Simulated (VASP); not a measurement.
Input of a VASP 6.6.1 run:

INCAR

```
SYSTEM = Ti6H
ALGO     = Normal         ! electronic algorithm
DIPOL    = 0.5 0.5 0.328
EDIFF    = 1E-6           ! SCF threshold, eV
ENCUT    = 520            ! plane-wave cutoff, eV
GGA      = PE             ! functional
IDIPOL   = 3            
ISIF     = 2              ! what is computed and relaxed
ISMEAR   = 0              ! smearing method
LASPH    = .True.         ! aspherical terms in the spheres
LCHARG   = .True.         ! write CHGCAR
LDIPOL   = .True.       
LELF     = .True.         ! ELF
LREAL    = .False.        ! projectors in reciprocal space
LVACPOTAV= .True.       
LVHAR    = .True.       
LWAVE    = .False.        ! write WAVECAR
NBANDS   = 46             ! bands
NELM     = 60             ! most SCF steps
PREC     = Accurate       ! precision mode
SIGMA    = 0.1            ! smearing width, eV
```

KPOINTS

```
k-points
0
Gamma
  6 6 1
  0 0 0
```

File POSCAR:

```
Ti6H
1.0
    4.6037402192      0.0000000000      0.0000000000
   -2.3018701096      3.9869559822      0.0000000000
    0.0000000000      0.0000000000     19.9968207719
Ti H
6 1
Direct
    0.6666666667      0.3333333334      0.2000317973
    0.3333333333      0.6666666667      0.2470259945
    0.0000000000      0.0000000000      0.2940201916
    0.6666666667      0.3333333334      0.3353091140
    0.3333333333      0.6666666667      0.3717707007
    0.0000000000      0.0000000000      0.4249085827
    0.4444444444      0.2222222222      0.4200247839
```

Potentials or basis: VASP PAW PBE potentials, release 64 (Ti_sv, H).

The run is started by

```sh
$ cat potpaw_PBE.64/Ti_sv/POTCAR potpaw_PBE.64/H/POTCAR > POTCAR
$ mpirun -np 1 vasp_std > vasp.out
```

Q: Estimate the band gap on the k mesh.

A: Zero (an odd number of electrons rules out a gap without spin polarisation).

Q: What does it give for the largest force?

A: 0.771 eV/Å.

Forces on the atoms (eV/Å):
```
Ti  -0.024 -0.014  0.064
Ti   0.008  0.005  0.470
Ti  -0.091 -0.053 -0.763
Ti  -0.159 -0.092  0.252
Ti  -0.103 -0.060  0.103
Ti  -0.189 -0.109 -0.113
H    0.558  0.322 -0.011
```
